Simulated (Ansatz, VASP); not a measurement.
**Mo in VASP and in Ansatz**

Contents of INCAR:

```
SYSTEM = Mo
  PREC = Accurate
  ENCUT = 520
  EDIFF = 1E-6
  ISMEAR = 0
  SIGMA = 0.15
  LREAL = .False.
  LASPH = .True.
  NELM = 60
  ALGO = Fast
  ISIF = 2
  LWAVE = .False.
  LCHARG = .False.
  GGA = CA
  NBANDS = 13
```

The input KPOINTS:

```
regular mesh
0
Gamma
  22 22 22
  0 0 0
```

File POSCAR:

```
Mo
1.0
   -1.5710000000      1.5710000000      1.6102750000
    1.5710000000     -1.5710000000      1.6102750000
    1.5710000000      1.5710000000     -1.6102750000
Mo
1
Direct
    0.0000000000      0.0000000000      0.0000000000
```

Input for Ansatz:

```yaml
crystal:
  lattice:
    - [-1.571, 1.571, 1.610275]
    - [1.571, -1.571, 1.610275]
    - [1.571, 1.571, -1.610275]
  atoms:
    - { symbol: Mo, position: [0.0, 0.0, 0.0] }
basis:
  ecutwfc: 420
kpoints:
  mp_grid: { grid: [22, 22, 22] }
hamiltonian:
  xc: lda
scf:
  occupations: { method: gaussian, width: 0.15 }
output:
  forces: true
  stress: true
  eigenvalues: true
```

Change from the starting cell: strain +0.0250 x Voigt [0, 0, 1, 0, 0, 0], atoms carried along.

Alike in both runs: task single point; functional LDA; k mesh 22 × 22 × 22; occupations gaussian, width 0.15 eV; no spin polarisation.

|  | VASP | Ansatz |
| --- | --- | --- |
| version | VASP 6.6.1 | Ansatz 0.2.0 |
| potentials or method | VASP PAW LDA potentials, release 64 (Mo_sv), cutoff 520 eV | scalar-relativistic, plane waves, PAW |
| valence electrons in the cell | 14 | 14 |

|  | VASP | Ansatz | Ansatz less VASP |
| --- | --- | --- | --- |
| gap on the k mesh at the Fermi level (eV) | none | none | - |
| pressure (GPa) | -13.1 | -14.0 | -0.96 |
| traceless stress, the component that is largest in VASP (GPa) | -4.68 | -4.67 | +0.009 |

LDA's correlation is that of Perdew and Zunger in VASP and of Perdew and Wang (1992) in Ansatz. A gap of «none» marks a metal or a gap that the smearing closes.
